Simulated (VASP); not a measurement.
Write the native input for VASP 6.6.1 that does the following.

```
Task                   : single point
Functional             : r2SCAN
Potentials or basis    : VASP PAW PBE potentials, release 64 (Al, Ni)
Cutoff                 : 520 eV
k mesh                 : 16 × 16 × 14
Occupations            : gaussian, width 0.1 eV
Spin                   : no spin polarisation
Dipole correction      : no
Further INCAR settings : ALGO = Normal; EDIFF = 1e-06; NBANDS = 14
```

Crystal: AlNi.

```
Al Ni
1.0
     2.02239   -2.02217    0.00000
     2.02239    2.02217    0.00000
     0.00000    0.00000    2.87002
Al Ni
1 1
Direct
  0.00000 0.00000 0.00000
  0.50000 0.50000 0.50000
```

The input as run:

POSCAR

```
AlNi
1.0
    2.0223875383     -2.0221672871      0.0000000000
    2.0223875383      2.0221672871      0.0000000000
    0.0000000000      0.0000000000      2.8700173037
Al Ni
1 1
Direct
    0.0000000000      0.0000000000      0.0000000000
    0.5000000000      0.5000000000      0.5000000000
```

INCAR.step1

```
ALGO     = Normal         # electronic algorithm
EDIFF    = 1E-4           # SCF threshold, eV
ENCUT    = 520            # plane-wave cutoff, eV
GGA      = PE             # functional
ISMEAR   = 0              # smearing method
LASPH    = T              # aspherical terms in the spheres
LCHARG   = F              # write CHGCAR
LREAL    = F              # projectors in reciprocal space
LWAVE    = T              # write WAVECAR
NBANDS   = 14             # bands
NELM     = 60             # most SCF steps
PREC     = Accurate       # precision mode
SIGMA    = 0.1            # smearing width, eV
```

INCAR.step2

```
ALGO     = Normal         # electronic algorithm
EDIFF    = 1E-6           # SCF threshold, eV
ENCUT    = 520            # plane-wave cutoff, eV
ISIF     = 2              # what is computed and relaxed
ISMEAR   = 0              # smearing method
ISTART   = 1            
LASPH    = T              # aspherical terms in the spheres
LCHARG   = F              # write CHGCAR
LMIXTAU  = T            
LREAL    = F              # projectors in reciprocal space
LWAVE    = F              # write WAVECAR
METAGGA  = R2SCAN         # meta-GGA
NBANDS   = 14             # bands
NELM     = 60             # most SCF steps
PREC     = Accurate       # precision mode
SIGMA    = 0.1            # smearing width, eV
```

KPOINTS

```
k-points
0
Gamma
  16 16 14
```

Potentials or basis: VASP PAW PBE potentials, release 64 (Al, Ni).

Run with:

```bash
$ cat potpaw_PBE.64/Al/POTCAR potpaw_PBE.64/Ni/POTCAR > POTCAR
$ cp INCAR.step1 INCAR
$ mpirun -np 1 vasp_std > vasp.out
$ cp INCAR.step2 INCAR
$ mpirun -np 1 vasp_std > vasp.out
```

Results of the run:

The pressure is -0.2 GPa and the band gap on the k mesh is zero (an odd number of electrons rules out a gap without spin polarisation).

Caveat: the PAW data sets were made with another functional, which shifts forces and pressure a little.

Run time: 18 min on 1 thread of AMD EPYC 7R13 (shared host), peak memory 0.28 GiB.
